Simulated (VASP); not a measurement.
# SiRuCl (P4_2/mmc) in VASP: notebook

The runs below take SiRuCl through single point, relaxation of cell and atoms, with PBE.

All numbers are computed with VASP 6.6.1; they aren't measurements. Logs are shortened: lines on timing, memory, paths and dates and some standing lists are left out, and cuts for length are marked.

### 1 The cell of the first run

The structure is tetragonal, space group P4_2/mmc (No. 131). Conventional cell: a = 4.483 Å, b = 4.483 Å, c = 5.825 Å, α = 90.00°, β = 90.00°, γ = 90.00°. Within 3.0 Å of Si (site symmetry mmm) lie 2 Ru at 2.24 Å and 2 Si at 2.91 Å. Ru (site symmetry mmm) has 2 Si at 2.24 Å and 4 Cl at 2.67 Å within 3.0 Å. Cl (site symmetry -4m2) has 4 Ru at 2.67 Å and 2 Cl at 2.91 Å and 8 Si at 3.49 Å within 3.5 Å.

The cell was generated, and may not be a known phase.

### 2 Single point, PBE

File INCAR:

```
SYSTEM = SiRuCl
  ALGO = Normal
  EDIFF = 1E-6
  ENCUT = 520
  GGA = PE
  ISIF = 2
  ISMEAR = 0
  LASPH = .TRUE.
  LCHARG = .FALSE.
  LREAL = .FALSE.
  LWAVE = .FALSE.
  NBANDS = 34
  NELM = 100
  PREC = Accurate
  SIGMA = 0.1
```

File KPOINTS:

```
k-points
0
G
  8 8 6
  0 0 0
```

File POSCAR:

```
SiRuCl
1.0
    4.4831752735      0.0000000000      0.0000000000
    0.0000000000      4.4831752735      0.0000000000
    0.0000000000      0.0000000000      5.8249242415
Si Ru Cl
2 2 2
Direct
    0.5000000000      0.5000000000      0.0000000000
    0.5000000000      0.5000000000      0.5000000000
    0.5000000000      0.0000000000      0.5000000000
    0.0000000000      0.5000000000      0.0000000000
    0.0000000000      0.0000000000      0.7500000000
    0.0000000000      0.0000000000      0.2500000000
```

Potentials or basis: VASP PAW PBE potentials, release 64 (Si, Ru_pv, Cl).

On the command line:

```console
$ cat potpaw_PBE.64/Si/POTCAR potpaw_PBE.64/Ru_pv/POTCAR potpaw_PBE.64/Cl/POTCAR > POTCAR
$ mpirun -np 1 vasp_std > vasp.out
```

OUTCAR:

```text
SYSTEM = SiRuCl
   EDIFF = 1E-6
   ENCUT = 520
   GGA = PE
   ISIF = 2
   ISMEAR = 0
   LASPH = .TRUE.
   LREAL = .FALSE.
   NELM = 100
   PREC = Accurate

 ion  position               nearest neighbor table
   1  0.500  0.500  0.000-   4 2.24   4 2.24   2 2.91   2 2.91
   2  0.500  0.500  0.500-   3 2.24   3 2.24   1 2.91   1 2.91
   3  0.500  0.000  0.500-   2 2.24   2 2.24   6 2.67   5 2.67   5 2.67   6 2.67
   4  0.000  0.500  0.000-   1 2.24   1 2.24   6 2.67   5 2.67   6 2.67   5 2.67
   5  0.000  0.000  0.750-   3 2.67   4 2.67   4 2.67   3 2.67
   6  0.000  0.000  0.250-   3 2.67   4 2.67   4 2.67   3 2.67

  LATTYP: Found a simple tetragonal cell.
 ALAT       =     4.4831752735
 C/A-ratio  =     1.2992854141

  Lattice vectors:

 A1 = (   4.4831752735,   0.0000000000,   0.0000000000)
 A2 = (   0.0000000000,   4.4831752735,   0.0000000000)
 A3 = (   0.0000000000,   0.0000000000,   5.8249242415)

Analysis of symmetry for initial positions (statically):
=====================================================================
 Subroutine PRICEL returns:
 Original cell was already a primitive cell.

 Routine SETGRP: Setting up the symmetry group for a
 simple tetragonal supercell.

 Subroutine GETGRP returns: Found 16 space group operations
 (whereof  8 operations were pure point group operations)
 out of a pool of 16 trial point group operations.

The static configuration has the point symmetry D_2h.
 The point group associated with its full space group is D_4h.

Analysis of symmetry for dynamics (positions and initial velocities):
=====================================================================
 Subroutine PRICEL returns:
 Original cell was already a primitive cell.

 Routine SETGRP: Setting up the symmetry group for a
 simple tetragonal supercell.

 Subroutine GETGRP returns: Found 16 space group operations
 (whereof  8 operations were pure point group operations)
 out of a pool of 16 trial point group operations.

The dynamic configuration has the point symmetry D_2h.
 The point group associated with its full space group is D_4h.

 Subroutine INISYM returns: Found 16 space group operations
 (whereof  8 operations are pure point group operations),
 and found     1 'primitive' translations

----------------------------------------------------------------------------------------

[... 102 lines left out ...]
   EDIFFG = 0.1E-04   stopping-criterion for IOM
   NSW    =      0    number of steps for IOM
   IBRION =     -1    ionic relax: 0-MD 1-quasi-New 2-CG
   NFREE  =      0    steps in history (QN), initial steepest desc. (CG)
   ISIF   =      2    stress and relaxation
   ISYM   =      2    0-nonsym 1-usesym 2-fastsym
   POTIM  = 0.5000    time-step for ionic-motion
   TEBEG  =    0.0;   TEEND  =   0.0 temperature during run
   PSTRESS=    0.0 pullay stress
   NELECT =      50.0000    total number of electrons
   NUPDOWN=      -1.0000    fix difference up-down
   EMIN   =  10.00;   EMAX   =-10.00  energy-range for DOS
   EFERMI =   0.00;   METHOD = LEGACY
   ISMEAR =     0;   SIGMA  =   0.10  broadening in eV -4-tet -1-fermi 0-gaus
   EFERMI_NEDOS =   21; number of points for ismear=-14 and -15
   IALGO  =     38    algorithm
   IMIX   =      4    mixing-type and parameters
     AMIX     =   0.40;   BMIX     =  1.00
     AMIX_MAG =   1.60;   BMIX_MAG =  1.00
  volume/ion in A,a.u.               =      19.51       131.68
  Fermi-wavevector in a.u.,A,eV,Ry     =   1.232852  2.329752 20.679821  1.519924
  Thomas-Fermi vector in A             =   2.367606
   LORBIT       =      0    0 simple, 1 ext, 2 COOP (PROOUT), +10 PAW based schemes
   GGA     = PE    functional components
   LHFCALC =     F    Hartree Fock is set to
   AEXX    =    0.0000 exact exchange contribution
   IVDW    =     0    specifies the selected vdW correction
   LEPSILON=     F    determine dielectric tensor
   LRPA    =     F    only Hartree local field effects (RPA)
 non-spin polarized calculation
 Gauss-broadening in eV      SIGMA  =   0.10
  energy-cutoff  :      520.00
  volume of cell :      117.07
 maximum number of plane-waves:      3182
 NGX is ok and might be reduce to    36
   NGX = 17   NGY = 17   NGZ = 21

 number of electron      49.9999997 magnetization

 Free energy of the ion-electron system (eV)
  ---------------------------------------------------
  ext. energy  EPLUGINS =         0.00000000
  ---------------------------------------------------
  free energy    TOTEN  =       -29.33076613 eV

  energy without entropy =      -29.30063517  energy(sigma->0) =      -29.31570065

 E-fermi :   6.3709     XC(G=0): -10.3567

 val. band max:        6.3691564718   @ k =   0.1250   0.1250   0.0000
 cond. band min:       6.3733328711   @ k =   0.3750   0.1250   0.3333
 fundamental gap:      0.0041763993
 Fermi energy:         6.3708733326

 k-point     1 :       0.0000    0.0000    0.0000
  band No.  band energies     occupation
      1     -36.1038      2.00000
      2     -36.1038      2.00000
      3     -35.9796      2.00000
      4     -35.9796      2.00000
      5     -35.6911      2.00000
      6     -35.6865      2.00000
[... 877 lines left out ...]
     33      12.0167      0.00000
     34      13.0422      0.00000

 [... further k-points ...]

------------------------ aborting loop because EDIFF is reached ----------------------------------------

  FORCE on cell =-STRESS in cart. coord.  units (eV):
  Direction    XX          YY          ZZ          XY          YZ          ZX
  --------------------------------------------------------------------------------------
  -------------------------------------------------------------------------------------
  Total        0.0018933      0.0018933     -0.0672332      0.0000000      0.0000000      0.0000000
  in kB        0.0259103      0.0259103     -0.9200949      0.0000000      0.0000000      0.0000000
  external PRESSURE =      -0.2894248 kB  Pullay stress =       0.0000000 kB

 VOLUME and BASIS-vectors are now :
 -----------------------------------------------------------------------------
  energy-cutoff  :      520.00
  volume of cell :      117.07
      direct lattice vectors                 reciprocal lattice vectors
     4.483175273  0.000000000  0.000000000     0.223056191  0.000000000  0.000000000
     0.000000000  4.483175273  0.000000000     0.000000000  0.223056191  0.000000000
     0.000000000  0.000000000  5.824924241     0.000000000  0.000000000  0.171676053

 POSITION                                       TOTAL-FORCE (eV/Angst)
 -----------------------------------------------------------------------------------
      2.24159      2.24159      0.00000        -0.000000      0.000000     -0.000000
      2.24159      2.24159      2.91246        -0.000000      0.000000     -0.000000
      2.24159      0.00000      2.91246        -0.000000      0.000000     -0.000000
      0.00000      2.24159      0.00000        -0.000000      0.000000     -0.000000
      0.00000      0.00000      4.36869         0.000000     -0.000000     -0.000000
      0.00000      0.00000      1.45623        -0.000000      0.000000      0.000000
 -----------------------------------------------------------------------------------
    total drift:                                0.000000     -0.000000      0.000000

  FREE ENERGIE OF THE ION-ELECTRON SYSTEM (eV)
  ---------------------------------------------------
  free  energy   TOTEN  =       -29.3307661348 eV

  energy  without entropy=      -29.3006351653  energy(sigma->0) =      -29.31570065
```

stdout:

```text
POSCAR found type information on POSCAR SiRuCl
 POSCAR found :  3 types and       6 ions
 scaLAPACK will be used
 LDA part: xc-table for (Slater+PW92), standard interpolation
 POSCAR, INCAR and KPOINTS ok, starting setup
 FFT: planning ... GRIDC
 FFT: planning ... GRID_SOFT
 FFT: planning ... GRID
 WAVECAR not read
 entering main loop
```

Wall time 2 min (1 thread of Intel Xeon Platinum 8488C (Sapphire Rapids), shared host); peak memory 0.36 GiB.

What came out:

- Free energy: -29.3308 eV
- Pressure: 0.0 GPa
- Band gap on the k mesh: zero (bands 25 and 26 overlap by 0.93 eV)

Stress tensor (GPa, compression positive):
```
 0.00  0.00  0.00
 0.00  0.00  0.00
 0.00  0.00 -0.09
```

Levels at points of the mesh, in eV from the Fermi level:
| k point | band 21 | band 22 | band 23 | band 24 | band 25 | band 26 | band 27 | band 28 | band 29 | band 30 |
| --- | --- | --- | --- | --- | --- | --- | --- | --- | --- | --- |
| (0.00, 0.00, 0.00) | -1.58 | -1.40 | -0.61 | -0.52 | 0.35 | 0.35 | 0.88 | 0.88 | 1.32 | 1.38 |
| (0.50, 0.00, 0.00) | -1.65 | -1.49 | -1.05 | -0.07 | 0.01 | 0.30 | 0.34 | 0.59 | 0.81 | 2.93 |
| (0.50, 0.50, 0.00) | -2.59 | -1.40 | -0.93 | -0.93 | -0.54 | 0.31 | 1.81 | 2.37 | 2.37 | 3.03 |
| (0.00, 0.00, 0.50) | -1.51 | -1.51 | -0.05 | -0.05 | 0.09 | 0.09 | 1.22 | 1.22 | 1.27 | 1.27 |
| (0.50, 0.00, 0.50) | -1.51 | -0.98 | -0.89 | -0.71 | -0.45 | 0.08 | 0.64 | 0.83 | 1.01 | 1.82 |
| (0.50, 0.50, 0.50) | -1.88 | -1.88 | -1.13 | -1.13 | -0.41 | -0.41 | 2.12 | 2.12 | 2.95 | 2.95 |

### 3 Relaxation of cell and atoms, PBE

This run uses another cell than the first one, of 19.55 Å³/atom.

File INCAR:

```
SYSTEM = SiRuCl
PREC = Accurate
ENCUT = 600
EDIFF = 1E-7
ISMEAR = 0
SIGMA = 0.1
LREAL = .FALSE.
LASPH = .TRUE.
NELM = 100
ALGO = Normal
ISIF = 3
LWAVE = .FALSE.
LCHARG = .FALSE.
GGA = PE
IBRION = 2
NSW = 100
EDIFFG = -0.01
```

File KPOINTS:

```
regular mesh
0
G
  8 8 6
  0 0 0
```

Changes to POSCAR since step 2:

```diff
@@ -2,5 +2,5 @@
 1.0
-    4.4831752735      0.0000000000      0.0000000000
-    0.0000000000      4.4831752735      0.0000000000
-    0.0000000000      0.0000000000      5.8249242415
+    4.4680356178      0.0000000000      0.0000000000
+    0.0000000000      4.4680356178      0.0000000000
+    0.0000000000      0.0000000000      5.8771181207
 Si Ru Cl
```

Potentials or basis: VASP PAW PBE potentials, release 64 (Si, Ru_pv, Cl).

On the command line:

```console
$ cat potpaw_PBE.64/Si/POTCAR potpaw_PBE.64/Ru_pv/POTCAR potpaw_PBE.64/Cl/POTCAR > POTCAR
$ mpirun -np 1 vasp_std > vasp.out
```

OUTCAR:

```text
SYSTEM = SiRuCl
   PREC = Accurate
   ENCUT = 600
   EDIFF = 1E-7
   ISMEAR = 0
   LREAL = .FALSE.
   LASPH = .TRUE.
   NELM = 100
   ISIF = 3
   GGA = PE
   IBRION = 2
   NSW = 100
   EDIFFG = -0.01

 ion  position               nearest neighbor table
   1  0.500  0.500  0.000-   4 2.23   4 2.23   2 2.94   2 2.94
   2  0.500  0.500  0.500-   3 2.23   3 2.23   1 2.94   1 2.94
   3  0.500  0.000  0.500-   2 2.23   2 2.23   6 2.67   5 2.67   5 2.67   6 2.67
   4  0.000  0.500  0.000-   1 2.23   1 2.23   6 2.67   5 2.67   6 2.67   5 2.67
   5  0.000  0.000  0.750-   3 2.67   4 2.67   4 2.67   3 2.67
   6  0.000  0.000  0.250-   3 2.67   4 2.67   4 2.67   3 2.67

  LATTYP: Found a simple tetragonal cell.
 ALAT       =     4.4680356178
 C/A-ratio  =     1.3153695770

  Lattice vectors:

 A1 = (   4.4680356178,   0.0000000000,   0.0000000000)
 A2 = (   0.0000000000,   4.4680356178,   0.0000000000)
 A3 = (   0.0000000000,   0.0000000000,   5.8771181207)

Analysis of symmetry for initial positions (statically):
=====================================================================
 Subroutine PRICEL returns:
 Original cell was already a primitive cell.

 Routine SETGRP: Setting up the symmetry group for a
 simple tetragonal supercell.
[... 186 lines left out ...]
  -------------------------------------------------------------------------------------
  Total        0.5137476      0.5137476     -0.5150035     -0.0000000      0.0000000      0.0000000
  in kB        7.0155655      7.0155655     -7.0327162     -0.0000000      0.0000000      0.0000000
  external PRESSURE =       2.3328049 kB  Pullay stress =       0.0000000 kB
[... 147 lines left out ...]
--------------------------------------- Ionic step        5  -------------------------------------------

 number of electron      49.9999998 magnetization

 Free energy of the ion-electron system (eV)
  ---------------------------------------------------
  ext. energy  EPLUGINS =         0.00000000
  ---------------------------------------------------
  free energy    TOTEN  =       -29.33100456 eV

  energy without entropy =      -29.30087569  energy(sigma->0) =      -29.31594013

 E-fermi :   6.3760     XC(G=0): -10.3592

 val. band max:        6.3724969052   @ k =   0.1250   0.1250   0.0000
 cond. band min:       6.3782914599   @ k =   0.3750   0.1250   0.3333
 fundamental gap:      0.0057945547
 Fermi energy:         6.3759764714

 k-point     1 :       0.0000    0.0000    0.0000
  band No.  band energies     occupation
      1     -36.0981      2.00000
      2     -36.0981      2.00000
      3     -35.9758      2.00000
      4     -35.9758      2.00000
      5     -35.6867      2.00000
      6     -35.6821      2.00000
[... 781 lines left out ...]
     29       7.8475      0.00000
     30       8.7891      0.00000

 [... further k-points ...]

------------------------ aborting loop because EDIFF is reached ----------------------------------------

  FORCE on cell =-STRESS in cart. coord.  units (eV):
  Direction    XX          YY          ZZ          XY          YZ          ZX
  --------------------------------------------------------------------------------------
  -------------------------------------------------------------------------------------
  Total       -0.0076134     -0.0076134     -0.0007361      0.0000000      0.0000000      0.0000000
  in kB       -0.1042413     -0.1042413     -0.0100792      0.0000000      0.0000000      0.0000000
  external PRESSURE =      -0.0728540 kB  Pullay stress =       0.0000000 kB
[... 21 lines left out ...]
  FREE ENERGIE OF THE ION-ELECTRON SYSTEM (eV)
  ---------------------------------------------------
  free  energy   TOTEN  =       -29.3310045641 eV

  energy  without entropy=      -29.3008756906  energy(sigma->0) =      -29.31594013

 reached required accuracy - stopping structural energy minimisation
```

CONTCAR:

```text
SiRuCl
   1.00000000000000
     4.4840667227558084    0.0000000000000000    0.0000000000000000
    -0.0000000000000000    4.4840667227558084    0.0000000000000000
     0.0000000000000000    0.0000000000000000    5.8197526936817594
  Si              Ru              Cl
     2     2     2
Direct
     0.5000000000000000    0.5000000000000000    0.0000000000000000
     0.5000000000000000    0.5000000000000000    0.5000000000000000
     0.5000000000000000    0.0000000000000000    0.5000000000000000
     0.0000000000000000    0.5000000000000000    0.0000000000000000
     0.0000000000000000    0.0000000000000000    0.7500000000000000
     0.0000000000000000    0.0000000000000000    0.2500000000000000

  0.00000000E+00  0.00000000E+00  0.00000000E+00
  0.00000000E+00  0.00000000E+00  0.00000000E+00
  0.00000000E+00  0.00000000E+00  0.00000000E+00
  0.00000000E+00  0.00000000E+00  0.00000000E+00
  0.00000000E+00  0.00000000E+00  0.00000000E+00
  0.00000000E+00  0.00000000E+00  0.00000000E+00
```

Run time: 8.1 min. Hardware: 1 thread of Intel Xeon Platinum 8488C (Sapphire Rapids), shared host; peak memory 0.41 GiB.

What came out:

```yaml
Free_energy: -29.3310 eV
Relaxed_volume: 19.50 Å³/atom
Relaxed_cell: a = 4.484 Å, b = 4.484 Å, c = 5.820 Å, α = 90.00°, β = 90.00°, γ = 90.00°
Space_group_after_relaxing_to_0.1_Å: P4_2/mmc (No. 131)
Energy_gained_by_relaxing: 0.7 meV/atom
Ionic_steps: 5
Pressure_after_relaxing: 0.0 GPa
Band_gap_on_the_k_mesh: zero (bands 25 and 26 overlap by 0.94 eV)
```

The path:
```
step  energy change (eV)  largest force (eV/Å)  pressure (GPa)  volume (Å³)
   1              0.0000                0.0000            0.23       117.33
   2             -0.0030                0.0000           -0.40       117.81
   3             -0.0030                0.0000           -0.38       117.79
   4             -0.0043                0.0000           -0.08       117.17
   5             -0.0044                0.0000           -0.01       117.02
```

Final structure:
```
Si Ru Cl
1.0
     4.48407    0.00000    0.00000
     0.00000    4.48407    0.00000
     0.00000    0.00000    5.81975
Si Ru Cl
2 2 2
Direct
  0.50000 0.50000 0.00000
  0.50000 0.50000 0.50000
  0.50000 0.00000 0.50000
  0.00000 0.50000 0.00000
  0.00000 0.00000 0.75000
  0.00000 0.00000 0.25000
```

(Continued in part 2 of 2.)

The gap in the log of VASP goes by the Fermi energy; the results here count the filled bands.